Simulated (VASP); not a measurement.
NaH, 4 atoms in the cell. Symmetry: P6_3/mmc, No. 194, hexagonal system. Conventional cell: a = 3.415 Å, b = 3.415 Å, c = 5.577 Å, α = 90.00°, β = 90.00°, γ = 120.00°. Within 3.2 Å of Na (site symmetry -3m) lie 6 H at 2.41 Å and 2 Na at 2.79 Å. Within 3.2 Å of H (site symmetry -6m2) lie 6 Na at 2.41 Å. 

- Program: VASP 6.6.1
- Task: relaxation of cell and atoms
- Functional: PBE
- Potentials or basis: VASP PAW PBE potentials, release 64 (Na_pv, H)
- Cutoff: 600 eV
- k mesh: 9 × 9 × 6
- Occupations: gaussian, width 0.02 eV
- Spin: no spin polarisation
- Dipole correction: no
- Further INCAR settings: ALGO = Normal; EDIFF = 1e-06; IBRION = 2; EDIFFG = -0.01; NSW = 65; ISIF = 3

Potentials or basis: VASP PAW PBE potentials, release 64 (Na_pv, H).

Run with:

```bash
$ cat potpaw_PBE.64/Na_pv/POTCAR potpaw_PBE.64/H/POTCAR > POTCAR
$ mpirun -np 1 vasp_std > vasp.out
```

Hardware: 1 thread of AMD EPYC 7R43 64-Core Processor (Zen 3), with other jobs on the host.

**Question.** Estimate the wall time of this run.

**Answer.** Run time: 2.5 min on 1 thread of AMD EPYC 7R43 64-Core Processor (Zen 3), on a shared host, peak memory 0.16 GiB. Counts: scf iterations 31, k points 48, ion steps 4.
